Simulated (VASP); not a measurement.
Write the native input for VASP 6.6.1 that does the following.

- Task: single point
- Functional: PBE
- Potentials or basis: VASP PAW PBE potentials, release 64 (Br)
- Cutoff: 500 eV
- k mesh: 6 × 6 × 6
- Occupations: fermi-dirac, width 0.01 eV
- Spin: no spin polarisation
- Dipole correction: no
- Further INCAR settings: ALGO = Normal; EDIFF = 1e-06; NBANDS = 14

The structure of Br lies in POSCAR:

```
Br
1.0
    0.0000000000      2.7312141761      2.7312141761
    2.7312141761      0.0000000000      2.7312141761
    2.7312141761      2.7312141761      0.0000000000
Br
2
Direct
    1.0000000000      1.0000000000      1.0000000000
    0.2500000000      0.2500000000      0.2500000000
```

The input as run:

INCAR

```
SYSTEM = Br
PREC = Accurate
ENCUT = 500
EDIFF = 1E-6
ISMEAR = -1
SIGMA = 0.01
LREAL = .FALSE.
LASPH = .TRUE.
NELM = 120
ALGO = Normal
ISIF = 2
LWAVE = .FALSE.
LCHARG = .FALSE.
GGA = PE
NBANDS = 14
GGA_COMPAT = .FALSE.
```

KPOINTS

```
regular mesh
0
G
  6 6 6
  0 0 0
```

Potentials or basis: VASP PAW PBE potentials, release 64 (Br).

Command:

```sh
$ cat potpaw_PBE.64/Br/POTCAR > POTCAR
$ mpirun -np 1 vasp_std > vasp.out
```

Results of the run:

- Pressure: 60.1 GPa
- Band gap on the k mesh: zero (bands 7 and 8 overlap by 4.68 eV)

Caveat: the cell stands under pressure.

Run time: 4.5 s on 1 thread of Intel(R) Xeon(R) 6975P-C (Granite Rapids), on a shared host, peak memory 0.15 GiB.
